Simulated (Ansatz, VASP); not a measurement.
One calculation of Te2Mo, two programs

Contents of INCAR:

```
SYSTEM = Te2Mo
  PREC = Accurate
  ENCUT = 520
  EDIFF = 1E-7
  ISMEAR = 0
  SIGMA = 0.05
  LREAL = .False.
  LASPH = .True.
  NELM = 60
  ALGO = Normal
  ISIF = 2
  LWAVE = .False.
  LCHARG = .True.
  GGA = CA
  LELF = .True.
  LVHAR = .True.
  NBANDS = 20
```

KPOINTS

```
regular mesh
0
Gamma
  12 12 2
  0 0 0
```

POSCAR

```
Te2Mo
1.0
    3.4178235014      0.0000000000      0.0000000000
   -1.7089117507      2.9599219779      0.0000000000
    0.0000000000      0.0000000000     18.2250201328
Te Mo
2 1
Direct
    0.3333333333      0.6666666667      0.8978554500
    0.3333333333      0.6666666667      0.1021445500
    0.0000000000      0.0000000000      0.0000000000
```

Input for Ansatz:

```yaml
crystal:
  lattice:
    - [3.4178235014, 0.0, 0.0]
    - [-1.7089117507, 2.9599219779, 0.0]
    - [0.0, 0.0, 18.2250201328]
  atoms:
    - { symbol: Te, position: [0.3333333333, 0.6666666667, 0.89785545] }
    - { symbol: Te, position: [0.3333333333, 0.6666666667, 0.10214455] }
    - { symbol: Mo, position: [0.0, 0.0, 0.0] }
basis:
  ecutwfc: 420
kpoints:
  mp_grid: { grid: [12, 12, 2] }
hamiltonian:
  xc: lda
scf:
  occupations: { method: gaussian, width: 0.05 }
output:
  forces: true
  stress: true
  eigenvalues: true
```

Change from the starting cell: strain -0.040 along x and y, +0.040 along z, atoms carried along.

Alike in both runs: task single point; functional LDA; k mesh 12 × 12 × 2; occupations gaussian, width 0.05 eV; no spin polarisation.

|  | VASP | Ansatz |
| --- | --- | --- |
| version | VASP 6.6.1 | Ansatz 0.2.0 |
| potentials or method | VASP PAW LDA potentials, release 64 (Te, Mo_sv), cutoff 520 eV | scalar-relativistic, plane waves, PAW |
| valence electrons in the cell | 26 | 46 |

VASP gave:

```
gap on the k mesh at the Fermi level (eV) : 1.09
least direct gap on the mesh (eV)         : 1.42
rms of the force components (eV/Å)        : 0.280
```

Which values does Ansatz return?

gap on the k mesh at the Fermi level (eV): 1.09; least direct gap on the mesh (eV): 1.41; rms of the force components (eV/Å): 0.305.

LDA's correlation is that of Perdew and Zunger in VASP and of Perdew and Wang (1992) in Ansatz. Atom by atom the forces differ by 0.024 eV/Å (rms over components). VASP's potentials hold 26 valence electrons a cell and Ansatz's 46, so a difference there can come from the potentials and not from the codes.

Spin-orbit coupling is off throughout.
